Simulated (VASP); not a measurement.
A run of VASP 6.6.1 is set up as follows.

The input POSCAR:

```
CaO
1.0
    0.0000000000      2.4490000000      2.4490000000
    2.4490000000      0.0000000000      2.4490000000
    2.4490000000      2.4490000000      0.0000000000
Ca O
1 1
Direct
    0.0000000000      0.0000000000      0.0000000000
    0.5000000000      0.5000000000      0.5000000000
```

INCAR.step1

```
SYSTEM = CaO
PREC = Accurate
ENCUT = 520
ISMEAR = 0
SIGMA = 0.05
LREAL = .FALSE.
LASPH = .TRUE.
NELM = 80
NBANDS = 15
GGA = PE
ALGO = Normal
EDIFF = 1E-4
LWAVE = .TRUE.
LCHARG = .FALSE.
```

INCAR.step2

```
SYSTEM = CaO
PREC = Accurate
ENCUT = 520
EDIFF = 1E-6
ISMEAR = 0
SIGMA = 0.05
LREAL = .FALSE.
LASPH = .TRUE.
NELM = 80
ALGO = Normal
ISIF = 2
LWAVE = .FALSE.
LCHARG = .FALSE.
METAGGA = R2SCAN
LMIXTAU = .TRUE.
NBANDS = 15
ISTART = 1
```

The input KPOINTS:

```
Automatic mesh
0
G
  8 8 8
  0 0 0
```

Potentials or basis: VASP PAW PBE potentials, release 64 (Ca_sv, O).

Launch:

```sh
$ cat potpaw_PBE.64/Ca_sv/POTCAR potpaw_PBE.64/O/POTCAR > POTCAR
$ cp INCAR.step1 INCAR
$ mpirun -np 1 vasp_std > vasp.out
$ cp INCAR.step2 INCAR
$ mpirun -np 1 vasp_std > vasp.out
```

Question: What does it give for the pressure?

Answer: -5.7 GPa.

Question: Estimate the band gap on the k mesh.

Answer: 4.20 eV, indirect (least direct gap 4.58 eV).

Caveat: the PAW data sets were made with another functional, which shifts forces and pressure a little. r2SCAN opens gaps a little over a GGA but as a rule still falls short of measured ones.
